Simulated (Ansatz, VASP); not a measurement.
**One calculation of Ta2AlF3, two programs**

```
CELL_PARAMETERS angstrom
6.45653 0.00000 0.00000
-3.22827 5.59152 0.00000
0.00000 0.00000 2.59639
ATOMIC_POSITIONS crystal
Ta 0.33333 0.66667 0.50000
Ta 0.66667 0.33333 0.50000
Al 0.00000 0.00000 0.50000
F 0.34219 0.00000 0.50000
F 0.00000 0.34219 0.50000
F 0.65781 0.65781 0.50000
```

Alike in both runs: functional PBE; k mesh 6 × 6 × 14; occupations gaussian, width 0.1 eV; no spin polarisation.

Ansatz relaxed the structure, and its values are those at the end. VASP's run is a single point on that final structure, the one shown.

```csv
,VASP,Ansatz
version,VASP 6.6.1,Ansatz 0.2.0
potentials or method,"VASP PAW PBE potentials, release 64 (Ta_pv, Al, F), cutoff 520 eV","scalar-relativistic, plane waves, PAW"
valence electrons in the cell,46,50
```

Ansatz gave:

- gap on the k mesh at the Fermi level (eV): none
- pressure (GPa): 0.0
- rms of the force components (eV/Å): 0.000

Estimate VASP's values.

gap on the k mesh at the Fermi level (eV): none; pressure (GPa): 0.1; rms of the force components (eV/Å): 0.016.

A gap of «none» marks a metal or a gap that the smearing closes. VASP's potentials hold 46 valence electrons a cell and Ansatz's 50, so a difference there can come from the potentials and not from the codes.

Neither program's run includes spin-orbit coupling.
